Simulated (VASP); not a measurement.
A run of VASP 6.6.1 is set up as follows.

Contents of INCAR:

```
PREC = Accurate ; ENCUT = 520
EDIFF = 1E-7 ; ISMEAR = -1
SIGMA = 0.02 ; LREAL = F
LASPH = T ; NELM = 100
ALGO = Normal ; ISIF = 2
LWAVE = F ; LCHARG = T
GGA = PE ; LELF = T
LVHAR = T ; NBANDS = 22
```

Contents of KPOINTS:

```
Automatic mesh
0
Gamma
  8 8 8
```

The input POSCAR:

```
Na2ClF
1.0
    1.7299302798      0.9987757127      5.9206591831
   -1.7299302798      0.9987757127      5.9206591831
    0.0000000000     -1.9975514255      5.9206591831
F Cl Na
1 1 2
Direct
    1.0000000000      0.0000000000      0.0000000000
    0.5000000000      0.5000000000      0.5000000000
    0.2640588577      0.2640588577      0.2640588577
    0.7359411423      0.7359411423      0.7359411423
```

Potentials or basis: VASP PAW PBE potentials, release 64 (F, Cl, Na_pv).

Run with:

```console
$ cat potpaw_PBE.64/F/POTCAR potpaw_PBE.64/Cl/POTCAR potpaw_PBE.64/Na_pv/POTCAR > POTCAR
$ mpirun -np 1 vasp_std > vasp.out
```

What does it give for the pressure?

6.3 GPa.

Predict the largest force.

0.043 eV/Å.

What does it give for the band gap on the k mesh?

4.28 eV, direct.

Stress tensor (GPa, compression positive):
```
6.94 0.00 0.00
0.00 6.94 0.00
0.00 0.00 5.04
```

Caveat: the cell differs from its parent crystal (biaxial xy strain -4.5%). A k mesh can miss the band edges.
